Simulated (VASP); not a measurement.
Here is a VASP 6.6.1 calculation.

The input INCAR:

```
ALGO = Normal
EDIFF = 1E-6
ENCUT = 500
GGA = PE
GGA_COMPAT = False
ISIF = 2
ISMEAR = 0
LASPH = True
LCHARG = False
LREAL = False
LWAVE = False
NBANDS = 17
NELM = 120
PREC = Accurate
SIGMA = 0.01
```

Contents of KPOINTS:

```
k-points
0
Gamma
  8 8 8
```

Contents of POSCAR:

```
Na2S
1.0
    0.0000000000      3.2735000000      3.2735000000
    3.2735000000      0.0000000000      3.2735000000
    3.2735000000      3.2735000000      0.0000000000
Na S
2 1
Direct
    0.2500000000      0.2500000000      0.2500000000
    0.7500000000      0.7500000000      0.7500000000
    0.0000000000      0.0000000000      0.0000000000
```

Potentials or basis: VASP PAW PBE potentials, release 64 (Na_pv, S).

Launch:

```sh
$ cat potpaw_PBE.64/Na_pv/POTCAR potpaw_PBE.64/S/POTCAR > POTCAR
$ mpirun -np 1 vasp_std > vasp.out
```

Task: What does it give for the band gap on the k mesh?

Result: 2.48 eV, direct.

Task: What does it give for the pressure?

Result: 0.3 GPa.

A k mesh can miss the band edges. As with any semilocal functional, this PBE gap is likely too small.
